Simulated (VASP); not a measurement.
# FeO (Wuestite) (Fm-3m) in VASP: further runs, part 2 of 2

VASP 6.6.1.

### 3 Single point, PBE, collinear spin, ferromagnetic start (volume scaled by 0.980)

INCAR reads:

```
SYSTEM = FeO
PREC = Accurate
ENCUT = 520
EDIFF = 1E-7
ISMEAR = 0
SIGMA = 0.05
LREAL = .False.
LASPH = .True.
NELM = 150
ALGO = Normal
ISIF = 2
LWAVE = .False.
LCHARG = .True.
ISPIN = 2
MAGMOM = 3.79 0
LORBIT = 11
LMAXMIX = 4
GGA = PE
LELF = .True.
LVHAR = .True.
NBANDS = 18
```

KPOINTS reads:

```
regular mesh
0
Gamma
  14 14 14
  0 0 0
```

POSCAR reads:

```
FeO
1.0
    0.0000000000      2.1398025526      2.1398025526
    2.1398025526      0.0000000000      2.1398025526
    2.1398025526      2.1398025526      0.0000000000
Fe O
1 1
Direct
    0.0000000000      0.0000000000      0.0000000000
    0.5000000000      0.5000000000      0.5000000000
```

Potentials or basis: VASP PAW PBE potentials, release 64 (Fe, O).

On the command line:

```
> cat potpaw_PBE.64/Fe/POTCAR potpaw_PBE.64/O/POTCAR > POTCAR
> mpirun -np 1 vasp_std > vasp.out
```

OUTCAR:

```text
SYSTEM = FeO
   PREC = Accurate
   ENCUT = 520
   EDIFF = 1E-7
   ISMEAR = 0
   LREAL = .False.
   LASPH = .True.
   NELM = 150
   ISIF = 2
   ISPIN = 2
   LORBIT = 11
   GGA = PE

 ion  position               nearest neighbor table
   1  0.000  0.000  0.000-   2 2.14   2 2.14   2 2.14   2 2.14   2 2.14   2 2.14
   2  0.500  0.500  0.500-   1 2.14   1 2.14   1 2.14   1 2.14   1 2.14   1 2.14

  LATTYP: Found a face centered cubic cell.
 ALAT       =     4.2796051052

  Lattice vectors:

 A1 = (   0.0000000000,   2.1398025526,   2.1398025526)
 A2 = (   2.1398025526,   0.0000000000,   2.1398025526)
 A3 = (   2.1398025526,   2.1398025526,   0.0000000000)

Analysis of symmetry for initial positions (statically):
=====================================================================
 Subroutine PRICEL returns:
 Original cell was already a primitive cell.

 Routine SETGRP: Setting up the symmetry group for a
 face centered cubic supercell.

 Subroutine GETGRP returns: Found 48 space group operations
 (whereof 48 operations were pure point group operations)
[... 1197 lines left out ...]
     18      35.5111      0.00000

 [... further k-points ...]

------------------------ aborting loop because EDIFF is reached ----------------------------------------

  FORCE on cell =-STRESS in cart. coord.  units (eV):
  Direction    XX          YY          ZZ          XY          YZ          ZX
  --------------------------------------------------------------------------------------
  -------------------------------------------------------------------------------------
  Total        0.4961870      0.4961870      0.4961870      0.0000000      0.0000000      0.0000000
  in kB       40.5699906     40.5699906     40.5699906      0.0000000      0.0000000      0.0000000
  external PRESSURE =      40.5699906 kB  Pullay stress =       0.0000000 kB

 VOLUME and BASIS-vectors are now :
 -----------------------------------------------------------------------------
  energy-cutoff  :      520.00
  volume of cell :       19.60
      direct lattice vectors                 reciprocal lattice vectors
     0.000000000  2.139802553  2.139802553    -0.233666419  0.233666419  0.233666419
     2.139802553  0.000000000  2.139802553     0.233666419 -0.233666419  0.233666419
     2.139802553  2.139802553  0.000000000     0.233666419  0.233666419 -0.233666419

 POSITION                                       TOTAL-FORCE (eV/Angst)
 -----------------------------------------------------------------------------------
      0.00000      0.00000      0.00000         0.000000      0.000000      0.000000
      2.13980      2.13980      2.13980         0.000000      0.000000      0.000000
 -----------------------------------------------------------------------------------
    total drift:                                0.000000     -0.000000      0.000000

  FREE ENERGIE OF THE ION-ELECTRON SYSTEM (eV)
  ---------------------------------------------------
  free  energy   TOTEN  =       -14.9256494514 eV

  energy  without entropy=      -14.9239770364  energy(sigma->0) =      -14.92481324

 total charge

# of ion       s       p       d       tot
------------------------------------------
    1        0.294   0.373   6.101   6.768
    2        1.556   3.450   0.000   5.006
--------------------------------------------------
tot          1.850   3.823   6.101  11.774

 magnetization (x)

# of ion       s       p       d       tot
------------------------------------------
    1        0.027   0.022   3.567   3.616
    2        0.031   0.275   0.000   0.306
--------------------------------------------------
tot          0.058   0.297   3.567   3.922
```

OSZICAR:

```text
N       E                     dE             d eps       ncg     rms          rms(c)
DAV:   1     0.678089024262E+02    0.67809E+02   -0.68166E+03  8218   0.912E+02
DAV:   2    -0.132730420861E+02   -0.81082E+02   -0.68982E+02  7722   0.205E+02
DAV:   3    -0.175994841096E+02   -0.43264E+01   -0.42136E+01  8804   0.508E+01
DAV:   4    -0.176293589643E+02   -0.29875E-01   -0.29862E-01  9042   0.401E+00
DAV:   5    -0.176295611730E+02   -0.20221E-03   -0.20220E-03  9096   0.341E-01    0.164E+01
DAV:   6    -0.155505511278E+02    0.20790E+01   -0.14842E+01  9942   0.549E+01    0.191E+01
DAV:   7    -0.149520408648E+02    0.59851E+00   -0.28430E+00  9674   0.326E+01    0.955E+00
DAV:   8    -0.149445245165E+02    0.75163E-02   -0.16141E-01  9484   0.435E+00    0.548E+00
DAV:   9    -0.149257963655E+02    0.18728E-01   -0.69081E-02 11752   0.414E+00    0.122E+00
DAV:  10    -0.149252450295E+02    0.55134E-03   -0.18396E-02 10046   0.281E+00    0.224E-01
DAV:  11    -0.149256171202E+02   -0.37209E-03   -0.25206E-03  9638   0.465E-01    0.689E-02
DAV:  12    -0.149256343109E+02   -0.17191E-04   -0.41446E-05  8424   0.554E-02    0.461E-02
DAV:  13    -0.149256474267E+02   -0.13116E-04   -0.29911E-05 10990   0.731E-02    0.151E-02
DAV:  14    -0.149256494861E+02   -0.20595E-05   -0.42772E-06  8402   0.195E-02    0.785E-03
DAV:  15    -0.149256494514E+02    0.34764E-07   -0.23768E-07  8476   0.390E-03
   1 F= -.14925649E+02 E0= -.14924813E+02  d E =-.167241E-02  mag=     4.0001
```

stdout:

```text
POSCAR found type information on POSCAR FeO
 POSCAR found :  2 types and       2 ions
 scaLAPACK will be used
 LDA part: xc-table for (Slater+PW92), standard interpolation
 POSCAR, INCAR and KPOINTS ok, starting setup
 FFT: planning ... GRIDC
 FFT: planning ... GRID_SOFT
 FFT: planning ... GRID
 WAVECAR not read
 entering main loop
```

It took 85 s on 1 thread of Intel Xeon Platinum 8259CL at 2.50GHz (Skylake/Cascade Lake), shared host; peak memory 0.19 GiB.

What came out:

```
Free energy                                           : -14.9256 eV
Pressure                                              : 4.1 GPa
Band gap on the k mesh                                : zero (filled and empty bands overlap)
Net moment                                            : 4.00 μB per cell
Site moments                                          : Fe +3.62; O +0.31 μB
Valence electrons inside the program's atomic spheres : Fe 6.77; O 5.01
```

Levels at points of the mesh, in eV from the Fermi level:
Spin up:
```tsv
k point	band 7	band 8	band 9	band 10	band 11	band 12
(0.00, 0.00, 0.00)	-3.87	-3.68	-3.68	0.22	15.55	17.22
(0.50, 0.00, 0.00)	-2.47	-0.27	-0.27	4.15	8.69	12.72
(0.50, 0.50, 0.00)	-2.77	-2.77	-2.75	5.46	8.89	10.89
```
Spin down:
```tsv
k point	band 1	band 2	band 3	band 4	band 5	band 6	band 7	band 8	band 9	band 10
(0.00, 0.00, 0.00)	-20.36	-3.30	-3.30	-3.30	-0.76	-0.76	-0.76	0.19	0.19	1.02
(0.50, 0.00, 0.00)	-19.11	-8.16	-5.27	-5.26	0.41	0.41	0.62	2.87	2.87	4.64
(0.50, 0.50, 0.00)	-19.11	-7.01	-4.50	-4.50	-2.19	0.75	0.76	0.76	1.20	6.80
```

Caveat: the cell differs from its parent crystal (volume scaled by 0.980); a cell with one magnetic atom can't hold antiferromagnetic order, which such compounds often take; semilocal functionals often make such compounds metallic where correlation or magnetic order opens a gap, which also shifts bond lengths.

### 4 Single point, PBE, collinear spin, ferromagnetic start

This run uses another cell than the first one, of 10.00 Å³/atom, 1.042 times its volume.

INCAR reads:

```
ALGO = Normal
EDIFF = 1E-7
ENCUT = 520
GGA = PE
ISIF = 2
ISMEAR = 0
ISPIN = 2
LASPH = True
LCHARG = True
LELF = True
LMAXMIX = 4
LORBIT = 11
LREAL = False
LVHAR = True
LWAVE = False
MAGMOM = 3.79 0
NBANDS = 18
NELM = 150
PREC = Accurate
SIGMA = 0.05
```

KPOINTS reads:

```
k-points
0
Gamma
  14 14 14
```

POSCAR reads:

```
FeO
1.0
    0.0000000000      2.1542611165      2.1542611165
    2.1542611165      0.0000000000      2.1542611165
    2.1542611165      2.1542611165      0.0000000000
Fe O
1 1
Direct
    0.0000000000      0.0000000000      0.0000000000
    0.5000000000      0.5000000000      0.5000000000
```

On the command line:

```
> cat potpaw_PBE.64/Fe/POTCAR potpaw_PBE.64/O/POTCAR > POTCAR
> mpirun -np 1 vasp_std > vasp.out
```

Wall time 94 s (1 thread of Intel Xeon Platinum 8259CL at 2.50GHz (Skylake/Cascade Lake), shared host); peak memory 0.19 GiB.

Results (log left out):

* Free energy: -14.9313 eV
* Pressure: 0.1 GPa
* Band gap on the k mesh: zero (filled and empty bands overlap)
* Net moment: 4.00 μB per cell
* Site moments: Fe +3.62; O +0.30 μB
* Valence electrons inside the program's atomic spheres: Fe 6.73; O 5.00

Levels at points of the mesh, in eV from the Fermi level:
Spin up:
```
           k point  band 6  band 7  band 8  band 9  band 10  band 11  band 12  band 13
(0.00, 0.00, 0.00)   -3.80   -3.80   -3.68   -3.68     0.10    15.48    17.05    17.05
(0.50, 0.00, 0.00)   -3.06   -2.49   -0.33   -0.33     4.10     8.49    12.57    12.57
(0.50, 0.50, 0.00)   -3.29   -2.80   -2.79   -2.79     5.30     8.76    10.78    14.73
```
Spin down:
| k point | band 2 | band 3 | band 4 | band 5 | band 6 | band 7 | band 8 | band 9 |
| --- | --- | --- | --- | --- | --- | --- | --- | --- |
| (0.00, 0.00, 0.00) | -3.24 | -3.24 | -3.24 | -0.73 | -0.73 | -0.73 | 0.19 | 0.19 |
| (0.50, 0.00, 0.00) | -8.00 | -5.15 | -5.15 | 0.39 | 0.39 | 0.60 | 2.79 | 2.79 |
| (0.50, 0.50, 0.00) | -6.88 | -4.42 | -4.42 | -2.11 | 0.74 | 0.74 | 0.74 | 1.14 |

Caveat: a cell with one magnetic atom can't hold antiferromagnetic order, which such compounds often take; semilocal functionals often make such compounds metallic where correlation or magnetic order opens a gap, which also shifts bond lengths.

### 5 Single point, PBE, collinear spin, ferromagnetic start (volume scaled by 1.020)

INCAR reads:

```
ALGO = Normal
EDIFF = 1E-6
ENCUT = 520
GGA = PE
ISIF = 2
ISMEAR = 0
ISPIN = 2
LASPH = T
LCHARG = F
LMAXMIX = 4
LORBIT = 11
LREAL = F
LWAVE = F
MAGMOM = 3.79 0
NBANDS = 18
NELM = 150
PREC = Accurate
SIGMA = 0.05
```

KPOINTS is that of step 4.

POSCAR reads:

```
FeO
1.0
    0.0000000000      2.1685281622      2.1685281622
    2.1685281622      0.0000000000      2.1685281622
    2.1685281622      2.1685281622      0.0000000000
Fe O
1 1
Direct
    0.0000000000      0.0000000000      0.0000000000
    0.5000000000      0.5000000000      0.5000000000
```

On the command line:

```
> cat potpaw_PBE.64/Fe/POTCAR potpaw_PBE.64/O/POTCAR > POTCAR
> mpirun -np 1 vasp_std > vasp.out
```

It took 87 s on 1 thread of Intel Xeon Platinum 8259CL at 2.50GHz (Skylake/Cascade Lake), shared host; peak memory 0.19 GiB.

Results (log left out):

```
Free energy                                           : -14.9275 eV
Pressure                                              : -3.5 GPa
Band gap on the k mesh                                : zero (filled and empty bands overlap)
Net moment                                            : 4.00 μB per cell
Site moments                                          : Fe +3.62; O +0.30 μB
Valence electrons inside the program's atomic spheres : Fe 6.70; O 4.98
```

Levels at points of the mesh, in eV from the Fermi level:
Spin up:
```tsv
k point	band 5	band 6	band 7	band 8	band 9	band 10	band 11	band 12	band 13	band 14
(0.00, 0.00, 0.00)	-3.73	-3.73	-3.73	-3.67	-3.67	-0.01	15.41	16.89	16.89	16.89
(0.50, 0.00, 0.00)	-3.08	-3.08	-2.52	-0.39	-0.39	4.04	8.30	12.42	12.42	19.23
(0.50, 0.50, 0.00)	-4.73	-3.30	-2.85	-2.82	-2.82	5.15	8.63	10.68	14.50	14.50
```
Spin down:
```tsv
k point	band 3	band 4	band 5	band 6	band 7	band 8
(0.00, 0.00, 0.00)	-3.18	-3.18	-0.71	-0.71	-0.71	0.20
(0.50, 0.00, 0.00)	-5.03	-5.03	0.38	0.38	0.58	2.72
(0.50, 0.50, 0.00)	-4.33	-4.33	-2.04	0.71	0.71	0.73
```

Caveat: the cell differs from its parent crystal (volume scaled by 1.020); a cell with one magnetic atom can't hold antiferromagnetic order, which such compounds often take; semilocal functionals often make such compounds metallic where correlation or magnetic order opens a gap, which also shifts bond lengths.

### 6 Single point, PBE, collinear spin, ferromagnetic start (volume scaled by 1.040)

INCAR reads:

```
PREC     = Accurate       # precision mode
ENCUT    = 520            # plane-wave cutoff, eV
EDIFF    = 1E-6           # SCF threshold, eV
ISMEAR   = 0              # smearing method
SIGMA    = 0.05           # smearing width, eV
LREAL    = F              # projectors in reciprocal space
LASPH    = T              # aspherical terms in the spheres
NELM     = 150            # most SCF steps
ALGO     = Normal         # electronic algorithm
ISIF     = 2              # what is computed and relaxed
LWAVE    = F              # write WAVECAR
LCHARG   = T              # write CHGCAR
ISPIN    = 2              # spin polarisation
MAGMOM   = 3.8 0          # initial moments
LORBIT   = 11             # projections on sites
LMAXMIX  = 4              # l up to which the mixer works
GGA      = PE             # functional
LELF     = T              # ELF
LVHAR    = T            
NBANDS   = 18             # bands
```

KPOINTS reads:

```
Automatic mesh
0
Gamma
  14 14 14
```

POSCAR reads:

```
FeO
1.0
    0.0000000000      2.1826099085      2.1826099085
    2.1826099085      0.0000000000      2.1826099085
    2.1826099085      2.1826099085      0.0000000000
Fe O
1 1
Direct
    0.0000000000      0.0000000000      0.0000000000
    0.5000000000      0.5000000000      0.5000000000
```

Potentials or basis: VASP PAW PBE potentials, release 64 (Fe, O).

On the command line:

```
> cat potpaw_PBE.64/Fe/POTCAR potpaw_PBE.64/O/POTCAR > POTCAR
> mpirun -np 1 vasp_std > vasp.out
```

Run time: 95 s. Hardware: 1 thread of Intel Xeon Platinum 8259CL at 2.50GHz (Skylake/Cascade Lake), shared host; peak memory 0.19 GiB.

It converged, with:

| Property | Result |
| --- | --- |
| Free energy | -14.9153 eV |
| Pressure | -6.7 GPa |
| Band gap on the k mesh | zero (filled and empty bands overlap) |
| Net moment | 4.00 μB per cell |
| Site moments | Fe +3.62; O +0.29 μB |
| Valence electrons inside the program's atomic spheres | Fe 6.67; O 4.97 |

Levels at points of the mesh, in eV from the Fermi level:
Spin up:
```csv
k point,band 7,band 8,band 9,band 10,band 11,band 12
"(0.00, 0.00, 0.00)",-3.66,-3.66,-3.66,-0.11,15.34,16.73
"(0.50, 0.00, 0.00)",-2.54,-0.45,-0.45,3.99,8.11,12.28
"(0.50, 0.50, 0.00)",-2.89,-2.84,-2.84,5.01,8.50,10.58
```
Spin down:
| k point | band 2 | band 3 | band 4 | band 5 | band 6 | band 7 | band 8 | band 9 |
| --- | --- | --- | --- | --- | --- | --- | --- | --- |
| (0.00, 0.00, 0.00) | -3.12 | -3.12 | -3.12 | -0.68 | -0.68 | -0.68 | 0.21 | 0.21 |
| (0.50, 0.00, 0.00) | -7.69 | -4.92 | -4.92 | 0.37 | 0.37 | 0.56 | 2.64 | 2.65 |
| (0.50, 0.50, 0.00) | -6.62 | -4.25 | -4.25 | -1.97 | 0.69 | 0.69 | 0.71 | 1.05 |

Caveat: the cell differs from its parent crystal (volume scaled by 1.040); a cell with one magnetic atom can't hold antiferromagnetic order, which such compounds often take; semilocal functionals often make such compounds metallic where correlation or magnetic order opens a gap, which also shifts bond lengths.

### 7 Overview

```tsv
cell	gap on the mesh (eV)	pressure (GPa)	moment (μB)
a = 3.005 Å, angles 60.0°, 2 atoms	none	8.5	4.00
a = 3.026 Å, angles 60.0°, 2 atoms	none	4.1	4.00
a = 3.047 Å, angles 60.0°, 2 atoms	none	0.1	4.00
a = 3.067 Å, angles 60.0°, 2 atoms	none	-3.5	4.00
a = 3.087 Å, angles 60.0°, 2 atoms	none	-6.7	4.00
```

Alike in all rows: task single point; level PBE; potentials or basis VASP PAW PBE potentials, release 64 (Fe, O); spin collinear, ferromagnetic start; k mesh 14 × 14 × 14; cutoff (eV) 520; smearing gaussian 0.05 eV.

Caveats: a cell with one magnetic atom can't hold antiferromagnetic order, which such compounds often take; semilocal functionals often make such compounds metallic where correlation or magnetic order opens a gap, which also shifts bond lengths.

Absolute energies hang on the potentials; compare differences alone.

### 8 How close it comes

Step 4. Measured gap of FeO: 2.4 eV (optical; quoted in “W\"ustite: Electric, thermodynamic and optical properties of FeO”, 2012, arxiv:1203.1201). This calculation gives 0.00 eV (-2.40 eV). So large a miss can be the level of theory's own, or it may mean another phase, state or a wrong row. The value is that of PBE on a finite k mesh, which can miss the band edges, without temperature or zero-point motion. Semilocal functionals fall short of measured gaps as a rule. The run's magnetic order (collinear spin, ferromagnetic start) needn't be the measured crystal's.
